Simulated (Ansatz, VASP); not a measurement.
One calculation of Ca, two programs

```
Ca
1.0
     0.00000    2.81089    2.81089
     2.81089    0.00000    2.81089
     2.81089    2.81089    0.00000
Ca
1
Direct
  0.00000 0.00000 0.00000
```

Alike in both runs: functional RPBE; k mesh 10 × 10 × 10; occupations fermi-dirac, width 0.1 eV; no spin polarisation.

Ansatz relaxed the structure, and its values are those at the end. VASP's run is a single point on that final structure, the one shown.

```csv
,VASP,Ansatz
version,VASP 6.6.1,Ansatz 0.2.0
potentials or method,"VASP PAW PBE potentials, release 64 (Ca_sv), cutoff 520 eV","plane waves (420 eV) with PAW, scalar-relativistic"
valence electrons in the cell,10,10
```

|  | VASP | Ansatz | Ansatz less VASP |
| --- | --- | --- | --- |
| pressure (GPa) | 0.0 | 0.0 | -0.01 |

VASP's potentials were made for PBE, not for RPBE. With one functional, cell and mesh, what is left measures potentials, basis and numerics.
